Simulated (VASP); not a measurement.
## Ag: single point with PBEsol

The system is Ag.

```
CELL_PARAMETERS angstrom
0.00011 2.02656 2.02678
2.02703 0.00001 2.02689
2.02695 2.02659 0.00007
ATOMIC_POSITIONS crystal
Ag 0.00000 0.00000 0.00000
```

This cell differs from its parent crystal: cell sheared at random, sigma 0.06, atoms nudged by 0.01 Å, then relaxed in part.

- Program: VASP 6.6.1
- Task: single point
- Functional: PBEsol
- Potentials or basis: VASP PAW PBE potentials, release 64 (Ag)
- Cutoff: 520 eV
- k mesh: 14 × 14 × 14
- Occupations: gaussian, width 0.15 eV
- Spin: no spin polarisation

```json
{"Pressure": "-0.3 GPa"}
```

Levels at points of the mesh, in eV from the Fermi level:
| k point | band 2 | band 3 | band 4 | band 5 | band 6 | band 7 | band 8 | band 9 |
| --- | --- | --- | --- | --- | --- | --- | --- | --- |
| (0.00, 0.00, 0.00) | -4.76 | -4.76 | -4.76 | -3.67 | -3.67 | 16.13 | 19.84 | 19.85 |
| (0.50, 0.00, 0.00) | -4.78 | -4.78 | -2.84 | -2.84 | -0.43 | 3.82 | 15.37 | 18.15 |
| (0.00, 0.50, 0.00) | -4.78 | -4.78 | -2.84 | -2.84 | -0.43 | 3.81 | 15.37 | 18.15 |
| (0.50, 0.50, 0.00) | -6.33 | -2.87 | -2.62 | -2.62 | 1.62 | 7.00 | 10.82 | 10.82 |
| (0.50, 0.00, 0.50) | -6.33 | -2.87 | -2.62 | -2.62 | 1.62 | 7.00 | 10.82 | 10.82 |
| (0.00, 0.50, 0.50) | -6.33 | -2.87 | -2.62 | -2.62 | 1.62 | 7.00 | 10.82 | 10.82 |

Wall time 4.7 min on 1 thread of AMD EPYC 7R13 (shared host), peak memory 0.23 GiB.

Caveat: the cell differs from its parent crystal (cell sheared at random, sigma 0.06, atoms nudged by 0.01 Å, then relaxed in part); the PAW data sets were made with another functional, which shifts forces and pressure a little.
